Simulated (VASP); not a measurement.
KLa (L11 type):

```
K La
1.0
     1.91232   -1.10408    7.50268
     0.00000    2.20815    7.50268
    -1.91232   -1.10408    7.50268
K La
1 1
Direct
  0.00000 0.00000 0.00000
  0.50000 0.50000 0.50000
```

Base run:

- Program: VASP 6.6.1
- Functional: PBE
- Potentials or basis: VASP PAW PBE potentials, release 64 (K_sv, La)
- Cutoff: 520 eV
- k mesh: 11 × 11 × 11
- Occupations: fermi-dirac, width 0.05 eV
- Spin: no spin polarisation

Its results: band gap on the k mesh zero (bands 10 and 11 overlap by 0.48 eV); pressure -0.4 GPa.

The run is repeated on the same cell with these changes: functional from PBE to PBEsol. What comes out?

Band gap on the k mesh zero (bands 10 and 11 overlap by 0.49 eV); pressure -1.2 GPa.

PBEsol binds more tightly than PBE, so the same cell stands under less pressure.

Caveats: spin-orbit coupling is left out, which moves the levels of the heavy elements; the PAW data sets were made with another functional, which shifts forces and pressure a little (at least some runs).
